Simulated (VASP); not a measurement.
# Cu16NO in VASP: single point with PBEsol

Aim: the single point of Cu16NO with PBEsol.

All numbers are computed with VASP 6.6.1; they aren't measurements. Logs are shortened: lines on timing, memory, paths and dates and some standing lists are left out, and cuts for length are marked.

## (1) The cell of the first run

The cell holds a slab with vacuum, 18 atoms: a = 5.105 Å, b = 5.105 Å, c = 17.253 Å, α = 90.00°, β = 90.00°, γ = 60.00°.

## (2) Single point, PBEsol

The input, INCAR:

```
  PREC = Accurate
  ENCUT = 520
  EDIFF = 1E-6
  ISMEAR = -1
  SIGMA = 0.1
  LREAL = Auto
  LASPH = True
  NELM = 80
  ALGO = Normal
  ISIF = 2
  LWAVE = False
  LCHARG = False
  GGA = PS
  NBANDS = 108
```

The input, KPOINTS:

```
Automatic mesh
0
Gamma
  3 3 1
```

The input, POSCAR:

```
Cu16NO
1.0
    5.1053110000      0.0000000000      0.0000000000
    2.5526550000      4.4213290000      0.0000000000
    0.0000000000      0.0000000000     17.2527030000
Cu N O
16 1 1
Direct
    0.0000000000      0.0000000000      0.0579619321
    0.5000087164      0.0000000000      0.0579619321
   -0.0000094012      0.5000080293      0.0579619321
    0.4999993152      0.5000080293      0.0579619321
    0.1293527712      0.1560390552      0.1726164300
    0.6589624959      0.1584591420      0.1877155133
    0.1672959954      0.6548483499      0.1703269337
    0.6852426804      0.6354650378      0.1727497425
   -0.1730327647      0.3164885490      0.2898560301
    0.2681415587      0.3076224366      0.3058419310
   -0.1465388447      0.8205677524      0.3086067151
    0.3312684676      0.7955526494      0.2888822696
   -0.0415901364      0.0508218230      0.4063305327
    0.4783461907      0.0008594701      0.4111297806
   -0.0108200632      0.5384353890      0.4337059532
    0.4715357406      0.5224221043      0.3963958575
    0.1115024888      0.1888798594      0.4859528388
    0.1582646795      0.2006184113      0.5559360756
```

Potentials or basis: VASP PAW PBE potentials, release 64 (Cu, N, O).

Started as:

```sh
> cat potpaw_PBE.64/Cu/POTCAR potpaw_PBE.64/N/POTCAR potpaw_PBE.64/O/POTCAR > POTCAR
> mpirun -np 1 vasp_std > vasp.out
```

OUTCAR:

```text
PREC = Accurate
   ENCUT = 520
   EDIFF = 1E-6
   ISMEAR = -1
   LREAL = Auto
   LASPH = True
   NELM = 80
   ISIF = 2
   GGA = PS

 ion  position               nearest neighbor table
   1  0.000  0.000  0.058-   5 2.35   7 2.47   2 2.55   4 2.55   3 2.55   3 2.55   4 2.55   2 2.55
                             6 2.70
   2  0.500  0.000  0.058-   3 2.55   1 2.55   4 2.55   4 2.55   1 2.55   3 2.55   8 2.55   5 2.57
                             6 2.64
   3  1.000  0.500  0.058-   7 2.41   8 2.42   5 2.50   2 2.55   4 2.55   1 2.55   1 2.55   4 2.55
                             2 2.55
   4  0.500  0.500  0.058-   7 2.43   8 2.44   3 2.55   1 2.55   2 2.55   2 2.55   1 2.55   3 2.55
                             6 2.70
   5  0.129  0.156  0.173-   1 2.35   8 2.36   6 2.41   9 2.43   7 2.47   3 2.50  12 2.56   2 2.57
                            10 2.63   7 2.65   6 2.72   8 2.75
   6  0.659  0.158  0.188-   9 2.28   5 2.41   8 2.52   7 2.54  11 2.57   7 2.60   8 2.62   2 2.64
                            10 2.68   1 2.70   4 2.70   5 2.72
   7  0.167  0.655  0.170-   3 2.41   4 2.43  12 2.45   1 2.47   5 2.47   8 2.51   6 2.54   8 2.60
                             6 2.60   5 2.65  11 2.76
   8  0.685  0.635  0.173-   5 2.36   3 2.42   4 2.44   9 2.47   7 2.51   6 2.52  12 2.54   2 2.55
                             7 2.60   6 2.62   5 2.75
   9  0.827  0.316  0.290-  10 2.25   6 2.28  13 2.33  16 2.42   5 2.43   8 2.47  11 2.49  12 2.49
                            12 2.62  11 2.66
  10  0.268  0.308  0.306-   9 2.25  14 2.29  11 2.41  16 2.42  12 2.49  15 2.57   5 2.63   6 2.68
                            12 2.68  11 2.77
  11  0.853  0.821  0.309-  13 2.27  12 2.40  10 2.41  14 2.43   9 2.49  15 2.49   6 2.57   9 2.66
                            12 2.75   7 2.76  10 2.77
  12  0.331  0.796  0.289-  16 2.21  11 2.40   7 2.45  10 2.49   9 2.49   8 2.54   5 2.56   9 2.62
                            14 2.63  13 2.64  10 2.68  11 2.75
  13  0.958  0.051  0.406-  17 1.88  11 2.27   9 2.33  16 2.45  14 2.54  15 2.58  14 2.59  15 2.61
                            12 2.64  16 2.67
  14  0.478  0.001  0.411-  17 2.07  10 2.29  11 2.43  16 2.47  15 2.52  13 2.54  13 2.59  12 2.63
                            16 2.66  15 2.66
  15  0.989  0.538  0.434-  17 1.81  11 2.49  16 2.51  14 2.52  10 2.57  13 2.58  13 2.61  14 2.66
                            16 2.76
  16  0.472  0.522  0.396-  12 2.21  10 2.42   9 2.42  13 2.45  14 2.47  15 2.51  14 2.66  13 2.67
                            15 2.76
  17  0.112  0.189  0.486-  18 1.24  15 1.81  13 1.88  14 2.07
  18  0.158  0.201  0.556-  17 1.24

  LATTYP: Found a hexagonal cell.
 ALAT       =     5.1053107325
 C/A-ratio  =     3.3793639416

  Lattice vectors:

 A1 = (  -2.5526550000,  -4.4213290000,   0.0000000000)
 A2 = (   5.1053110000,   0.0000000000,   0.0000000000)
 A3 = (   0.0000000000,   0.0000000000,  17.2527030000)

Analysis of symmetry for initial positions (statically):
=====================================================================
 Subroutine PRICEL returns:
 Original cell was already a primitive cell.

 Routine SETGRP: Setting up the symmetry group for a
 hexagonal supercell.

 Subroutine GETGRP returns: Found  1 space group operations
 (whereof  1 operations were pure point group operations)
 out of a pool of 24 trial point group operations.

The static configuration has the point symmetry C_1 .

Analysis of symmetry for dynamics (positions and initial velocities):
=====================================================================
 Subroutine PRICEL returns:
 Original cell was already a primitive cell.

 Routine SETGRP: Setting up the symmetry group for a
 hexagonal supercell.

 Subroutine GETGRP returns: Found  1 space group operations
 (whereof  1 operations were pure point group operations)
 out of a pool of 24 trial point group operations.

The dynamic configuration has the point symmetry C_1 .

 Subroutine INISYM returns: Found  1 space group operations
 (whereof  1 operations are pure point group operations),
 and found     1 'primitive' translations

----------------------------------------------------------------------------------------

                                     Primitive cell

  volume of cell :     389.4325

  direct lattice vectors                    reciprocal lattice vectors
     5.105311000  0.000000000  0.000000000     0.195874453 -0.113088147  0.000000000
     2.552655000  4.421329000  0.000000000     0.000000000  0.226176337  0.000000000
     0.000000000  0.000000000 17.252703000     0.000000000  0.000000000  0.057961932

  length of vectors
     5.105311000  5.105310732 17.252703000     0.226176326  0.226176337  0.057961932

  position of ions in fractional coordinates (direct lattice)
     0.000000000  0.000000000  0.057961932
     0.500008716  0.000000000  0.057961932
     0.999990599  0.500008029  0.057961932
     0.499999315  0.500008029  0.057961932
     0.129352771  0.156039055  0.172616430
     0.658962496  0.158459142  0.187715513
[... 10 lines left out ...]
     0.111502489  0.188879859  0.485952839
     0.158264680  0.200618411  0.555936076

  ion indices of the primitive-cell ions
   primitive index   ion index
                 1           1
                 2           2
                 3           3
                 4           4
                 5           5
                 6           6
[... 10 lines left out ...]
                17          17
                18          18

----------------------------------------------------------------------------------------

 KPOINTS: Automatic mesh

Automatic generation of k-mesh.
 Grid dimensions read from file:
 generate k-points for:    3    3    1

 Generating k-lattice:

  Cartesian coordinates                     Fractional coordinates (reciprocal lattice)
     0.065291484 -0.037696049  0.000000000     0.333333333  0.000000000  0.000000000
     0.000000000  0.075392112  0.000000000     0.000000000  0.333333333  0.000000000
     0.000000000  0.000000000  0.057961932     0.000000000  0.000000000  1.000000000

  Length of vectors
     0.075392109  0.075392112  0.057961932

  Shift w.r.t. Gamma in fractional coordinates (k-lattice)
     0.000000000  0.000000000  0.000000000

 Subroutine IBZKPT returns following result:
 ===========================================

 Found      5 irreducible k-points:

 Following reciprocal coordinates:
            Coordinates               Weight
  0.000000  0.000000  0.000000      1.000000
  0.333333 -0.000000  0.000000      2.000000
  0.333333  0.333333  0.000000      2.000000
  0.000000  0.333333  0.000000      2.000000
 -0.333333  0.333333  0.000000      2.000000
   k-points           NKPTS =      5   k-points in BZ     NKDIM =      5   number of bands    NBANDS=    108
   number of dos      NEDOS =    301   number of ions     NIONS =     18
   total plane-waves  NPLWV = 204800
   dimension x,y,z NGX =    40 NGY =   40 NGZ =  128
   dimension x,y,z NGXF=    80 NGYF=   80 NGZF=  256
   ions per type =              16   1   1
   NGX,Y,Z   is equivalent  to a cutoff of  13.03, 13.03, 12.33 a.u.
   NGXF,Y,Z  is equivalent  to a cutoff of  26.05, 26.05, 24.67 a.u.
 SYSTEM =  unknown system
   PREC   = accura    normal or accurate (medium, high low for compatibility)
   ISTART =      0    job   : 0-new  1-cont  2-samecut
   ICHARG =      2    charge: 1-file 2-atom 10-const
   ISPIN  =      1    spin polarized calculation?
   LNONCOLLINEAR =      F non collinear calculations
   LSORBIT =      F    spin-orbit coupling
   LASPH  =      T    aspherical Exc in radial PAW
   ENCUT  =  520.0 eV  38.22 Ry    6.18 a.u.   9.49  9.49 32.08*2*pi/ulx,y,z
   NELM   =     80;   NELMIN=  2; NELMDL= -5     # of ELM steps
   EDIFF  = 0.1E-05   stopping-criterion for ELM
   LREAL  =      T    real-space projection
   EDIFFG = 0.1E-04   stopping-criterion for IOM
   NSW    =      0    number of steps for IOM
   IBRION =     -1    ionic relax: 0-MD 1-quasi-New 2-CG
   NFREE  =      0    steps in history (QN), initial steepest desc. (CG)
   ISIF   =      2    stress and relaxation
   ISYM   =      2    0-nonsym 1-usesym 2-fastsym
   POTIM  = 0.5000    time-step for ionic-motion
   TEBEG  =    0.0;   TEEND  =   0.0 temperature during run
   PSTRESS=    0.0 pullay stress
   NELECT =     187.0000    total number of electrons
   NUPDOWN=      -1.0000    fix difference up-down
   EMIN   =  10.00;   EMAX   =-10.00  energy-range for DOS
   EFERMI =   0.00;   METHOD = LEGACY
   ISMEAR =    -1;   SIGMA  =   0.10  broadening in eV -4-tet -1-fermi 0-gaus
   EFERMI_NEDOS =   21; number of points for ismear=-14 and -15
   IALGO  =     38    algorithm
   IMIX   =      4    mixing-type and parameters
     AMIX     =   0.40;   BMIX     =  1.00
     AMIX_MAG =   1.60;   BMIX_MAG =  1.00
  volume/ion in A,a.u.               =      21.64       146.00
  Fermi-wavevector in a.u.,A,eV,Ry     =   1.281970  2.422573 22.360466  1.643448
  Thomas-Fermi vector in A             =   2.414309
   LORBIT       =      0    0 simple, 1 ext, 2 COOP (PROOUT), +10 PAW based schemes
   GGA     = PS    functional components
   LHFCALC =     F    Hartree Fock is set to
   AEXX    =    0.0000 exact exchange contribution
   IVDW    =     0    specifies the selected vdW correction
   LEPSILON=     F    determine dielectric tensor
   LRPA    =     F    only Hartree local field effects (RPA)
 non-spin polarized calculation
  energy-cutoff  :      520.00
  volume of cell :      389.43
 maximum number of plane-waves:     10529
 NGX is ok and might be reduce to    40
   NGX = 19   NGY = 19   NGZ = 65

 number of electron     187.0000022 magnetization

 Free energy of the ion-electron system (eV)
  ---------------------------------------------------
  ext. energy  EPLUGINS =         0.00000000
  ---------------------------------------------------
  free energy    TOTEN  =       -76.79174439 eV

  energy without entropy =      -76.50819737  energy(sigma->0) =      -76.64997088

 E-fermi :   1.3996     XC(G=0):  -7.6442

 val. band max:        1.3944088061   @ k =  -0.3333   0.3333   0.0000
 cond. band min:       1.4021219192   @ k =   0.0000   0.0000   0.0000
 fundamental gap:      0.0077131131
 Fermi energy:         1.3996058503

 k-point     1 :       0.0000    0.0000    0.0000
  band No.  band energies     occupation
      1     -22.9068      2.00000
      2     -12.1273      2.00000
      3      -7.6605      2.00000
      4      -6.8190      2.00000
      5      -6.2455      2.00000
      6      -6.0432      2.00000
[... 97 lines left out ...]
    104       4.4527      0.00000
    105       5.5154      0.00000

 k-point     2 :       0.3333   -0.0000    0.0000
  band No.  band energies     occupation
      1     -22.9057      2.00000
      2     -12.0939      2.00000
      3      -6.9456      2.00000
      4      -6.5110      2.00000
      5      -6.2599      2.00000
      6      -6.0803      2.00000
[... 97 lines left out ...]
    104       5.5506      0.00000
    105       6.2899      0.00000

 k-point     3 :       0.3333    0.3333    0.0000
  band No.  band energies     occupation
      1     -22.9057      2.00000
      2     -12.0888      2.00000
      3      -6.9518      2.00000
      4      -6.5230      2.00000
      5      -6.3004      2.00000
      6      -6.0423      2.00000
[... 97 lines left out ...]
    104       5.5886      0.00000
    105       6.2403      0.00000

 k-point     4 :       0.0000    0.3333    0.0000
  band No.  band energies     occupation
      1     -22.9056      2.00000
      2     -12.0873      2.00000
      3      -6.9615      2.00000
      4      -6.5105      2.00000
      5      -6.3476      2.00000
      6      -5.9749      2.00000
[... 97 lines left out ...]
    104       5.6121      0.00000
    105       6.3136      0.00000

 k-point     5 :      -0.3333    0.3333    0.0000
  band No.  band energies     occupation
      1     -22.9051      2.00000
      2     -12.0717      2.00000
      3      -6.6310      2.00000
      4      -6.3896      2.00000
      5      -6.0944      2.00000
      6      -5.3790      2.00000
[... 97 lines left out ...]
    104       5.3413      0.00000
    105       5.7330      0.00000
 [bands above 105 left out]

------------------------ aborting loop because EDIFF is reached ----------------------------------------

  FORCE on cell =-STRESS in cart. coord.  units (eV):
  Direction    XX          YY          ZZ          XY          YZ          ZX
  --------------------------------------------------------------------------------------
  -------------------------------------------------------------------------------------
  Total       -2.8307838     -1.3206375      4.6527642      0.5252419     -2.5382463      1.9528035
  in kB      -11.6462231     -5.4332792     19.1420941      2.1609155    -10.4426846      8.0340948
  external PRESSURE =       0.6875306 kB  Pullay stress =       0.0000000 kB

 VOLUME and BASIS-vectors are now :
 -----------------------------------------------------------------------------
  energy-cutoff  :      520.00
  volume of cell :      389.43
      direct lattice vectors                 reciprocal lattice vectors
     5.105311000  0.000000000  0.000000000     0.195874453 -0.113088147  0.000000000
     2.552655000  4.421329000  0.000000000     0.000000000  0.226176337  0.000000000
     0.000000000  0.000000000 17.252703000     0.000000000  0.000000000  0.057961932

 POSITION                                       TOTAL-FORCE (eV/Angst)
 -----------------------------------------------------------------------------------
      0.00000      0.00000      1.00000        -0.310876     -0.006625     -0.284966
      2.55270      0.00000      1.00000         0.040470      0.044028      0.368660
      6.38161      2.21070      1.00000        -0.024681     -0.109505     -0.394598
      3.82900      2.21070      1.00000        -0.034241     -0.224855     -0.054045
      1.05870      0.68990      2.97810         1.433484     -0.355651      0.437883
      3.76870      0.70060      3.23860        -1.224508     -0.449353     -0.857950
[... 10 lines left out ...]
      1.05140      0.83510      8.38400         0.736357     -0.645303      1.411786
      1.32010      0.88700      9.59140        -0.504732     -0.336725     -0.567759
 -----------------------------------------------------------------------------------
    total drift:                                0.001546      0.000354     -0.001695

  FREE ENERGIE OF THE ION-ELECTRON SYSTEM (eV)
  ---------------------------------------------------
  free  energy   TOTEN  =       -76.7917443905 eV

  energy  without entropy=      -76.5081973704  energy(sigma->0) =      -76.64997088
```

Wall time 11 min (1 thread of Intel Xeon Platinum 8488C (Sapphire Rapids), shared host); peak memory 0.53 GiB.

What came out:

| Quantity | Value |
| --- | --- |
| Free energy | -76.7917 eV |
| Largest force | 2.049 eV/Å |
| Band gap on the k mesh | zero (an odd number of electrons rules out a gap without spin polarisation) |

Forces on the atoms (eV/Å):
```
Cu  -0.311 -0.007 -0.285
Cu   0.040  0.044  0.369
Cu  -0.025 -0.110 -0.395
Cu  -0.034 -0.225 -0.054
Cu   1.433 -0.356  0.438
Cu  -1.225 -0.449 -0.858
Cu  -0.196 -0.263  0.752
Cu  -0.249  1.068  0.529
Cu  -0.550  0.691  0.012
Cu   1.481  0.186 -1.404
Cu  -1.217 -0.265 -1.132
Cu   0.449  0.863 -1.157
Cu   0.187 -0.569  1.292
Cu   0.207 -0.159  0.861
Cu  -0.155  1.017 -1.139
Cu  -0.068 -0.484  1.326
N    0.736 -0.645  1.412
O   -0.505 -0.337 -0.568
```

Levels at points of the mesh, in eV from the Fermi level:
| k point | band 90 | band 91 | band 92 | band 93 | band 94 | band 95 | band 96 | band 97 | band 98 | band 99 |
| --- | --- | --- | --- | --- | --- | --- | --- | --- | --- | --- |
| (0.00, 0.00, 0.00) | -0.52 | -0.39 | -0.15 | 0.00 | 0.13 | 0.48 | 0.79 | 0.86 | 0.94 | 1.18 |

Caveat: the k points lie up to 0.47 Å⁻¹ apart, too coarse for converged energies and pressures of a metal; the standard files for N, O and F lose accuracy on very short bonds; the atoms stand as in a frame of molecular dynamics; there is no dipole correction, which matters where the two faces differ; the PAW data sets were made with another functional, which shifts forces and pressure a little.
